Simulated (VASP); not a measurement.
Runs of VASP 6.6.1 on I. The structure is that of space group Fd-3m (No. 227), or close to it. The cells are those of the table. 

```csv
task,cell,gap on the mesh (eV),pressure (GPa)
relaxation of cell and atoms,"relaxed from a = 4.943 Å, angles 60.0°, 2 atoms",none,0.0
relaxation of cell and atoms,"relaxed to 20 GPa from a = 4.943 Å, angles 60.0°, 2 atoms",none,20.0
relaxation of cell and atoms,"relaxed to 40 GPa from a = 4.943 Å, angles 60.0°, 2 atoms",none,40.0
single point,"a = 4.664 Å, angles 60.0°, 2 atoms",none,(a)
single point,"a = 5.543 Å, angles 60.0°, 2 atoms",none,0.0
single point,"a = 4.382 Å, angles 60.0°, 2 atoms",none,39.9
single point,"a = 4.210 Å, angles 60.0°, 2 atoms",none,60.0
```

Alike in all rows: level PBE; potentials or basis VASP PAW PBE potentials, release 64 (I); no spin polarisation; k mesh 6 × 6 × 6; cutoff (eV) 500; smearing gaussian 0.05 eV.

Question: Fill in the values left out.

Answer: (a) 19.9.

Caveats: spin-orbit coupling is left out, which moves the levels of the heavy elements; the cell stands under pressure (at least some runs); the cell is relaxed towards a set pressure, so the run minimises the enthalpy, not the energy (at least some runs).

A k mesh can miss the band edges, and the runs leave out spin-orbit coupling on I.

A gap of «none» marks levels without a gap at the run's occupations.
